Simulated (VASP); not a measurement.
# Pd (P6_3/mmc) in VASP: notebook, part 2 of 2

VASP 6.6.1.

## (4) Single point, revPBE

This run uses another cell than the first one, of 15.76 Å³/atom, 1.087 times its volume.

The input, INCAR:

```
SYSTEM = Pd
PREC     = Accurate       ! precision mode
ENCUT    = 520            ! plane-wave cutoff, eV
EDIFF    = 1E-6           ! SCF threshold, eV
ISMEAR   = -1             ! smearing method
SIGMA    = 0.1            ! smearing width, eV
LREAL    = .False.        ! projectors in reciprocal space
LASPH    = .True.         ! aspherical terms in the spheres
NELM     = 80             ! most SCF steps
ALGO     = Normal         ! electronic algorithm
ISIF     = 2              ! what is computed and relaxed
LWAVE    = .False.        ! write WAVECAR
LCHARG   = .False.        ! write CHGCAR
GGA      = RE             ! functional
NBANDS   = 17             ! bands
```

The input, KPOINTS:

```
regular mesh
0
Gamma
  21 21 11
  0 0 0
```

The input, POSCAR:

```
Pd
1.0
    2.7958218395      0.0000000000      0.0000000000
   -1.3979109198      2.4212527375      0.0000000000
    0.0000000000      0.0000000000      4.6553565519
Pd
2
Direct
    0.3333333333      0.6666666667      0.2500000000
    0.6666666667      0.3333333333      0.7500000000
```

Potentials or basis: VASP PAW PBE potentials, release 64 (Pd).

Launch:

```
> cat potpaw_PBE.64/Pd/POTCAR > POTCAR
> mpirun -np 1 vasp_std > vasp.out
```

OUTCAR:

```text
SYSTEM = Pd
   PREC = Accurate
   ENCUT = 520
   EDIFF = 1E-6
   ISMEAR = -1
   LREAL = .False.
   LASPH = .True.
   NELM = 80
   ISIF = 2
   GGA = RE

 ion  position               nearest neighbor table
   1  0.333  0.667  0.250-   2 2.83   2 2.83   2 2.83   2 2.83   2 2.83   2 2.83
   2  0.667  0.333  0.750-   1 2.83   1 2.83   1 2.83   1 2.83   1 2.83   1 2.83

  LATTYP: Found a hexagonal cell.
 ALAT       =     2.7958218395
 C/A-ratio  =     1.6651120204

  Lattice vectors:

 A1 = (   2.7958218395,   0.0000000000,   0.0000000000)
 A2 = (  -1.3979109198,   2.4212527375,   0.0000000000)
 A3 = (   0.0000000000,   0.0000000000,   4.6553565519)

Analysis of symmetry for initial positions (statically):
=====================================================================
 Subroutine PRICEL returns:
 Original cell was already a primitive cell.

 Routine SETGRP: Setting up the symmetry group for a
 hexagonal supercell.

 Subroutine GETGRP returns: Found 24 space group operations
 (whereof 12 operations were pure point group operations)
 out of a pool of 24 trial point group operations.

[... 163 lines left out ...]

 E-fermi :   8.8185     XC(G=0): -12.6939

 val. band max:        8.8184225919   @ k =   0.3810   0.1429   0.4545
 cond. band min:       8.8195254149   @ k =   0.4762   0.0476   0.4545
 fundamental gap:      0.0011028230
 Fermi energy:         8.8184536086

 k-point     1 :       0.0000    0.0000    0.0000
  band No.  band energies     occupation
      1       2.1794      2.00000
      2       3.9908      2.00000
      3       6.1444      2.00000
      4       6.3352      2.00000
      5       6.3352      2.00000
      6       6.6515      2.00000
[... 457 lines left out ...]
      4       5.7166      2.00000
      5       6.3209      2.00000
      6       6.5445      2.00000
[... 9 lines left out ...]
     16      26.5225      0.00000
     17      28.1541      0.00000

 [... further k-points ...]

------------------------ aborting loop because EDIFF is reached ----------------------------------------

  FORCE on cell =-STRESS in cart. coord.  units (eV):
  Direction    XX          YY          ZZ          XY          YZ          ZX
  --------------------------------------------------------------------------------------
  -------------------------------------------------------------------------------------
  Total       -0.0440018     -0.0440018     -0.0962544      0.0000000      0.0000000     -0.0000000
  in kB       -2.2370641     -2.2370641     -4.8936036      0.0000000      0.0000000     -0.0000000
  external PRESSURE =      -3.1225773 kB  Pullay stress =       0.0000000 kB

 VOLUME and BASIS-vectors are now :
 -----------------------------------------------------------------------------
  energy-cutoff  :      520.00
  volume of cell :       31.51
      direct lattice vectors                 reciprocal lattice vectors
     2.795821839  0.000000000  0.000000000     0.357676582  0.206504671  0.000000000
    -1.397910920  2.421252738  0.000000000     0.000000000  0.413009342  0.000000000
     0.000000000  0.000000000  4.655356552     0.000000000  0.000000000  0.214806318

 POSITION                                       TOTAL-FORCE (eV/Angst)
 -----------------------------------------------------------------------------------
     -0.00000      1.61417      1.16384        -0.000000      0.000000      0.000000
      1.39791      0.80708      3.49152         0.000000      0.000000      0.000000
 -----------------------------------------------------------------------------------
    total drift:                               -0.000000      0.000000     -0.000000

  FREE ENERGIE OF THE ION-ELECTRON SYSTEM (eV)
  ---------------------------------------------------
  free  energy   TOTEN  =        -9.5102988136 eV

  energy  without entropy=       -9.3657597495  energy(sigma->0) =       -9.43802928
```

It took 69 s on 1 thread of AMD EPYC 9R45 (Zen 5), shared host; peak memory 0.22 GiB.

Results:

```yaml
Free_energy: -9.5103 eV
Pressure: -0.3 GPa
Band_gap_on_the_k_mesh: zero (band 10 reaches 8.96 eV, above the bottom of band 11 at 8.22 eV)
```

Caveat: the PAW data sets were made with another functional, which shifts forces and pressure a little.

## (5) Single point, revPBE (volume scaled by 1.04)

The input, INCAR:

```
SYSTEM = Pd
  PREC = Accurate
  ENCUT = 520
  EDIFF = 1E-6
  ISMEAR = -1
  SIGMA = 0.1
  LREAL = .False.
  LASPH = .True.
  NELM = 60
  ALGO = Normal
  ISIF = 2
  LWAVE = .False.
  LCHARG = .True.
  GGA = RE
  LELF = .True.
  LVHAR = .True.
  NBANDS = 17
```

The input, KPOINTS:

```
Automatic mesh
0
Gamma
  21 21 11
  0 0 0
```

The input, POSCAR:

```
Pd
1.0
    2.8326131881      0.0000000000      0.0000000000
   -1.4163065941      2.4531149800      0.0000000000
    0.0000000000      0.0000000000      4.7166182687
Pd
2
Direct
    0.3333333333      0.6666666667      0.2500000000
    0.6666666667      0.3333333333      0.7500000000
```

Launch:

```
> cat potpaw_PBE.64/Pd/POTCAR > POTCAR
> mpirun -np 1 vasp_std > vasp.out
```

Wall time 73 s (1 thread of AMD EPYC 9R45 (Zen 5), shared host); peak memory 0.23 GiB.

The run converged. Its results:

* Free energy: -9.4872 eV
* Pressure: -5.5 GPa
* Band gap on the k mesh: zero (band 10 reaches 8.35 eV, above the bottom of band 11 at 7.65 eV)

Stress tensor (GPa, compression positive):
```
-5.44  0.00  0.00
 0.00 -5.44  0.00
 0.00  0.00 -5.64
```

Levels at points of the mesh, in eV from the Fermi level:
```
           k point  band 6  band 7  band 8  band 9  band 10  band 11  band 12  band 13  band 14  band 15
(0.00, 0.00, 0.00)   -2.04   -2.04   -1.45   -1.45    -0.24    -0.24     1.09     6.25    16.95    18.45
```

Caveat: the cell differs from its parent crystal (volume scaled by 1.04); the PAW data sets were made with another functional, which shifts forces and pressure a little.

## (6) The runs side by side

| cell | gap on the mesh (eV) | pressure (GPa) |
| --- | --- | --- |
| a = 2.719, b = 2.719, c = 4.528 Å, angles 90.0, 90.0, 120.0°, 2 atoms | none | 15.3 |
| a = 2.758, b = 2.758, c = 4.592 Å, angles 90.0, 90.0, 120.0°, 2 atoms | none | 6.5 |
| a = 2.796, b = 2.796, c = 4.655 Å, angles 90.0, 90.0, 120.0°, 2 atoms | none | -0.3 |
| a = 2.833, b = 2.833, c = 4.717 Å, angles 90.0, 90.0, 120.0°, 2 atoms | none | -5.5 |

Alike in all rows: task single point; level revPBE; potentials or basis VASP PAW PBE potentials, release 64 (Pd); no spin polarisation; k mesh 21 × 21 × 11; cutoff (eV) 520; smearing fermi-dirac 0.1 eV.

Caveats: the PAW data sets were made with another functional, which shifts forces and pressure a little.

Absolute energies hang on the potentials; compare differences alone.
